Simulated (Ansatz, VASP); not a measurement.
**One calculation of Zn, two programs**

```
CELL_PARAMETERS angstrom
2.67000 0.00000 0.00000
-1.33500 2.31229 0.00000
0.00000 0.00000 4.96600
ATOMIC_POSITIONS crystal
Zn 0.66667 0.33333 0.75000
Zn 0.33333 0.66667 0.25000
```

Alike in both runs: functional HF; k mesh 8 × 8 × 4; occupations gaussian, width 0.02 eV; no spin polarisation.

|  | VASP | Ansatz |
| --- | --- | --- |
| version | VASP 6.6.1 | Ansatz 0.2.0 |
| potentials or method | VASP PAW PBE potentials, release 64 (Zn) | PseudoDojo standard (PBE files) |
| plane-wave cutoff (eV) | 400 | 1143 |
| valence electrons in the cell | 24 | 40 |
| task | single point | atomic charges |

Ansatz gave:

```
gap on the k mesh at the Fermi level (eV)                     : none
pressure (GPa)                                                : 10.6
traceless stress, the component that is largest in VASP (GPa) : -2.06
```

Estimate VASP's values.

gap on the k mesh at the Fermi level (eV): none; pressure (GPa): 10.7; traceless stress, the component that is largest in VASP (GPa): -2.89.

VASP's potentials were made for PBE, not for HF. A gap of «none» marks a metal or a gap that the smearing closes. VASP's potentials hold 24 valence electrons a cell and Ansatz's 40, so a difference there can come from the potentials and not from the codes.

Noted on Ansatz's run: the potentials were made for another functional, which shifts forces and pressure.
